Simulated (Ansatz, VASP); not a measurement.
# Two plane-wave programs on W

INCAR

```
SYSTEM = W
PREC = Accurate ; ENCUT = 520
EDIFF = 1E-6 ; ISMEAR = 0
SIGMA = 0.15 ; LREAL = .FALSE.
LASPH = .TRUE. ; NELM = 80
ALGO = Fast ; ISIF = 2
LWAVE = .FALSE. ; LCHARG = .TRUE.
GGA = PS ; LELF = .TRUE.
LVHAR = .TRUE. ; NBANDS = 21
```

File KPOINTS:

```
Automatic mesh
0
G
  22 22 16
  0 0 0
```

POSCAR

```
W
1.0
    0.0000000000     -1.9989957669     -1.9989957669
    0.0000000000      1.9989957669     -1.9989957669
    3.9979915338      0.0000000000      0.0000000000
W
2
Direct
    0.4887443484      0.4887443484      0.5000000000
    0.0112556516      0.0112556516      0.0000000000
```

Input for Ansatz:

```yaml
crystal:
  lattice:
    - [0.0, -1.9989957669, -1.9989957669]
    - [0.0, 1.9989957669, -1.9989957669]
    - [3.9979915338, 0.0, 0.0]
  atoms:
    - { symbol: W, position: [0.4887443484, 0.4887443484, 0.5] }
    - { symbol: W, position: [0.0112556516, 0.0112556516, 0.0] }
basis:
  ecutwfc: 420
kpoints:
  mp_grid: { grid: [22, 22, 16] }
hamiltonian:
  xc: pbesol
scf:
  occupations: { method: gaussian, width: 0.15 }
output:
  forces: true
  stress: true
  eigenvalues: true
```

Change from the starting cell: mode 4 (104.6 1/cm) frozen in, largest displacement +0.045 Å.

Alike in both runs: task single point; functional PBEsol; k mesh 22 × 22 × 16; occupations gaussian, width 0.15 eV; no spin polarisation.

```csv
,VASP,Ansatz
version,VASP 6.6.1,Ansatz 0.2.0
potentials or method,"VASP PAW PBE potentials, release 64 (W_sv), cutoff 520 eV","scalar-relativistic, plane waves, PAW"
valence electrons in the cell,28,28
```

VASP gave:

* gap on the k mesh at the Fermi level (eV): none
* pressure (GPa): 1.1
* traceless stress, the component that is largest in VASP (GPa): -0.89
* rms of the force components (eV/Å): 0.193

Problem. What did Ansatz give for the same quantities?

Solution. gap on the k mesh at the Fermi level (eV): none; pressure (GPa): 0.4; traceless stress, the component that is largest in VASP (GPa): -0.88; rms of the force components (eV/Å): 0.191.

VASP's potentials were made for PBE, not for PBEsol. Atom by atom the forces differ by 0.002 eV/Å (rms over components). A gap of «none» marks a metal or a gap that the smearing closes.

Neither program's run includes spin-orbit coupling.
